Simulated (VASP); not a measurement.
A run of VASP 6.6.1:

Contents of INCAR:

```
ALGO = Normal
EDIFF = 1E-7
EDIFFG = -0.01
ENCUT = 600
GGA = PS
IBRION = 2
ISIF = 3
ISMEAR = -1
LASPH = T
LCHARG = F
LREAL = F
LWAVE = F
NELM = 100
NSW = 60
PREC = Accurate
PSTRESS = 200.0
SIGMA = 0.05
```

The input KPOINTS:

```
k-points
0
Gamma
  7 7 7
```

Contents of POSCAR:

```
BaTiO3
1.0
    4.0060000000      0.0000000000      0.0000000000
    0.0000000000      4.0060000000      0.0000000000
    0.0000000000      0.0000000000      4.0060000000
Ba Ti O
1 1 3
Direct
    0.5000000000      0.5000000000      0.5000000000
    0.0000000000      0.0000000000      0.0000000000
    0.0000000000      0.0000000000      0.5000000000
    0.0000000000      0.5000000000      0.0000000000
    0.5000000000      0.0000000000      0.0000000000
```

Potentials or basis: VASP PAW PBE potentials, release 64 (Ba_sv, Ti_sv, O).

Run with:

```bash
$ cat potpaw_PBE.64/Ba_sv/POTCAR potpaw_PBE.64/Ti_sv/POTCAR potpaw_PBE.64/O/POTCAR > POTCAR
$ mpirun -np 1 vasp_std > vasp.out
```

Hardware: 1 thread of Intel(R) Xeon(R) 6975P-C (Granite Rapids), with other jobs on the host.

Task: How long does it take, and how much memory?

Result: It took 79 s on 1 thread of Intel(R) Xeon(R) 6975P-C (Granite Rapids), on a shared host, peak memory 0.21 GiB. Counts: scf iterations 81, k points 20, ion steps 7.
